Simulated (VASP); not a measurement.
Wanted: the native input for a VASP 6.6.1 run.

```yaml
Task: single point
Functional: PBEsol
Potentials_or_basis: VASP PAW PBE potentials, release 64 (In_d, Se)
Cutoff: 520 eV
k_mesh: 6 × 6 × 6
Occupations: gaussian, width 0.01 eV
Spin: no spin polarisation
Dipole_correction: no
Further_INCAR_settings: ALGO = Normal; EDIFF = 1e-07; NBANDS = 27
```

The structure of InSe lies in POSCAR:

```
InSe
1.0
    1.9831924827      1.1449971715      8.3690722769
   -1.9831924827      1.1449971715      8.3690722769
    0.0000000000     -2.2899933513      8.3690722769
In Se
2 2
Direct
    0.0000000000      0.0000000000      0.0000000000
    0.1114000000      0.1114000000      0.1114000000
    0.6165000000      0.6165000000      0.6165000000
    0.8281000000      0.8281000000      0.8281000000
```

These files were run (other wordings do the same):

INCAR

```
SYSTEM = InSe
PREC     = Accurate       ! precision mode
ENCUT    = 520            ! plane-wave cutoff, eV
EDIFF    = 1E-7           ! SCF threshold, eV
ISMEAR   = 0              ! smearing method
SIGMA    = 0.01           ! smearing width, eV
LREAL    = .False.        ! projectors in reciprocal space
LASPH    = .True.         ! aspherical terms in the spheres
NELM     = 80             ! most SCF steps
ALGO     = Normal         ! electronic algorithm
ISIF     = 2              ! what is computed and relaxed
LWAVE    = .False.        ! write WAVECAR
LCHARG   = .False.        ! write CHGCAR
GGA      = PS             ! functional
NBANDS   = 27             ! bands
```

KPOINTS

```
regular mesh
0
Gamma
  6 6 6
  0 0 0
```

Potentials or basis: VASP PAW PBE potentials, release 64 (In_d, Se).

Launch:

```sh
$ cat potpaw_PBE.64/In_d/POTCAR potpaw_PBE.64/Se/POTCAR > POTCAR
$ mpirun -np 1 vasp_std > vasp.out
```

Results of the run:

```
Pressure               : 1.6 GPa
Largest force          : 0.426 eV/Å
Band gap on the k mesh : 0.40 eV, direct
```

Caveat: the PAW data sets were made with another functional, which shifts forces and pressure a little; spin-orbit coupling is left out, which moves the levels of the heavy elements.

Wall time 4.1 min on 1 thread of Intel(R) Xeon(R) 6975P-C (Granite Rapids), with other jobs on the host, peak memory 0.65 GiB.
